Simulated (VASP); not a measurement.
ZnSe (Stilleite):

```
Zn Se
1.0
     0.00000    2.83380    2.83380
     2.83380    0.00000    2.83380
     2.83380    2.83380    0.00000
Zn Se
1 1
Direct
  0.00000 0.00000 0.00000
  0.25000 0.25000 0.25000
```

| Property | Result |
| --- | --- |
| Program | VASP 6.6.1 |
| Task | relaxation of cell and atoms |
| Functional | PBE |
| Potentials or basis | VASP PAW PBE potentials, release 64 (Zn, Se) |
| Cutoff | 600 eV |
| k mesh | 8 × 8 × 8 |
| Occupations | fermi-dirac, width 0.02 eV |
| Spin | no spin polarisation |

At the start: pressure 2.3 GPa; volume 22.76 Å³/atom.

Task: Where does the relaxation end?

Result: Over 3 steps the energy falls by 6.1 meV/atom and the volume is 23.63 Å³/atom (+3.8 %); space group F-43m (No. 216, to 0.05 Å).

Step by step:
```csv
step,energy change (eV),largest force (eV/Å),pressure (GPa),volume (Å³)
1,0.0000,0.0000,2.33,45.51
2,-0.0114,0.0000,-0.55,47.73
3,-0.0122,0.0000,0.01,47.25
```

Final structure:
```yaml
crystal:
  lattice:
    - [0.00000, 2.86945, 2.86945]
    - [2.86945, 0.00000, 2.86945]
    - [2.86945, 2.86945, 0.00000]
  atoms:
    - { symbol: Zn, position: [0.00000, 0.00000, 0.00000] }
    - { symbol: Se, position: [0.25000, 0.25000, 0.25000] }
```
